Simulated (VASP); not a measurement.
**Cu: single point with PBEsol**

The system is Cu.

```
Cu
1.0
     2.66080    0.00000    0.00000
    -1.33040    2.30432    0.00000
     0.00000    0.00000    4.11257
Cu
2
Direct
  0.33333 0.66667 0.25000
  0.66667 0.33333 0.75000
```

This cell differs from its parent crystal: strain +0.050 along x and y, +0.000 along z.

| Quantity | Value |
| --- | --- |
| Program | VASP 6.6.1 |
| Task | single point |
| Functional | PBEsol |
| Potentials or basis | VASP PAW PBE potentials, release 64 (Cu) |
| Cutoff | 520 eV |
| k mesh | 24 × 24 × 12 |
| Occupations | gaussian, width 0.15 eV |
| Spin | no spin polarisation |
| Dipole correction | no |
| Further INCAR settings | ALGO = Fast; EDIFF = 1e-06; NBANDS = 18 |

The pressure is -12.8 GPa. The band gap on the k mesh is zero (band 11 reaches 10.24 eV, above the bottom of band 12 at 4.78 eV).

Stress tensor (GPa, compression positive):
```
-15.22   0.00   0.00
  0.00 -15.22   0.00
  0.00   0.00  -7.94
```

Levels at points of the mesh, in eV from the Fermi level:
```tsv
k point	band 9	band 10	band 11	band 12	band 13	band 14
(0.00, 0.00, 0.00)	-2.46	-1.64	-1.64	-0.35	4.18	19.57
(0.50, 0.00, 0.00)	-1.53	-1.46	-0.12	1.20	7.67	8.19
(0.00, 0.00, 0.50)	-1.84	-1.84	-1.84	-1.84	13.29	13.29
(0.50, 0.00, 0.50)	-1.58	-1.58	0.48	0.48	4.35	4.35
```

It took 70 s on 1 thread of Intel(R) Xeon(R) 6975P-C (Granite Rapids), on a shared host, peak memory 0.26 GiB.

Caveat: the cell differs from its parent crystal (strain +0.050 along x and y, +0.000 along z); the PAW data sets were made with another functional, which shifts forces and pressure a little.
